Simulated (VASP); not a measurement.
Wanted: the native input for a VASP 6.6.1 run.

| Property | Result |
| --- | --- |
| Task | relaxation of cell and atoms |
| Functional | PBEsol |
| Potentials or basis | VASP PAW PBE potentials, release 64 (Zn) |
| Cutoff | 600 eV |
| k mesh | 4 × 4 × 4 |
| Occupations | gaussian, width 0.1 eV |
| Spin | no spin polarisation |
| Dipole correction | no |
| Further INCAR settings | ALGO = Fast; EDIFF = 1e-07; IBRION = 2; EDIFFG = -0.04; NSW = 90; ISIF = 3 |

The structure of Zn lies in POSCAR:

```
Zn
1.0
    4.9731010883      0.0000000000      0.0000000000
    0.0000000000      4.9731010883      0.0000000000
    0.0000000000      0.0000000000      4.9731010883
Zn
8
Direct
    0.5000000000      0.5000000000      0.5000000000
    0.0000000000      0.0000000000      0.0000000000
    0.2500000000      0.0000000000      0.5000000000
    0.5000000000      0.2500000000      0.0000000000
    0.5000000000      0.7500000000      0.0000000000
    0.7500000000      0.0000000000      0.5000000000
    0.0000000000      0.5000000000      0.7500000000
    0.0000000000      0.5000000000      0.2500000000
```

These files were run (other wordings do the same):

INCAR

```
SYSTEM = Zn
PREC     = Accurate       ! precision mode
ENCUT    = 600            ! plane-wave cutoff, eV
EDIFF    = 1E-7           ! SCF threshold, eV
ISMEAR   = 0              ! smearing method
SIGMA    = 0.1            ! smearing width, eV
LREAL    = .FALSE.        ! projectors in reciprocal space
LASPH    = .TRUE.         ! aspherical terms in the spheres
NELM     = 100            ! most SCF steps
ALGO     = Fast           ! electronic algorithm
ISIF     = 3              ! what is computed and relaxed
LWAVE    = .FALSE.        ! write WAVECAR
LCHARG   = .FALSE.        ! write CHGCAR
GGA      = PS             ! functional
IBRION   = 2              ! ionic algorithm
NSW      = 90             ! ionic steps
EDIFFG   = -0.04          ! ionic threshold
```

KPOINTS

```
regular mesh
0
G
  4 4 4
  0 0 0
```

Potentials or basis: VASP PAW PBE potentials, release 64 (Zn).

Command:

```console
$ cat potpaw_PBE.64/Zn/POTCAR > POTCAR
$ mpirun -np 1 vasp_std > vasp.out
```

Results of the run:

* Relaxed volume: 14.48 Å³/atom
* Relaxed cell: a = 4.875 Å, b = 4.875 Å, c = 4.875 Å, α = 90.00°, β = 90.00°, γ = 90.00°
* Space group after relaxing (to 0.1 Å): Pm-3n (No. 223)
* Energy gained by relaxing: 13.0 meV/atom
* Ionic steps: 2
* Pressure after relaxing: 0.0 GPa
* Band gap on the k mesh: zero (bands 48 and 49 overlap by 3.14 eV)

Caveat: the PAW data sets were made with another functional, which shifts forces and pressure a little.

It took 62 s on 1 thread of Intel(R) Xeon(R) 6975P-C (Granite Rapids), on a shared host, peak memory 0.27 GiB.
